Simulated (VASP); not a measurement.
Input of a VASP 6.6.1 run:

File INCAR:

```
SYSTEM = NaCl
PREC = Accurate ; ENCUT = 500
EDIFF = 1E-6 ; ISMEAR = -1
SIGMA = 0.02 ; LREAL = .FALSE.
LASPH = .TRUE. ; NELM = 120
ALGO = Normal ; ISIF = 2
LWAVE = .FALSE. ; LCHARG = .FALSE.
NBANDS = 14 ; GGA_COMPAT = .FALSE.
```

Contents of KPOINTS:

```
Automatic mesh
0
G
  8 8 8
  0 0 0
```

The input POSCAR:

```
NaCl
1.0
    2.8600000000      0.0000000000      0.0000000000
    0.0000000000      2.8600000000      0.0000000000
    0.0000000000      0.0000000000      2.8600000000
Na Cl
1 1
Direct
    0.0000000000      0.0000000000      0.0000000000
    0.5000000000      0.5000000000      0.5000000000
```

Potentials or basis: VASP PAW LDA potentials, release 64 (Na_pv, Cl).

Launch:

```sh
$ cat potpaw_LDA.64/Na_pv/POTCAR potpaw_LDA.64/Cl/POTCAR > POTCAR
$ mpirun -np 1 vasp_std > vasp.out
```

Predict the pressure.

54.4 GPa.

What does it give for the band gap on the k mesh?

4.04 eV.

Caveat: the cell stands under pressure. A k mesh can miss the band edges.
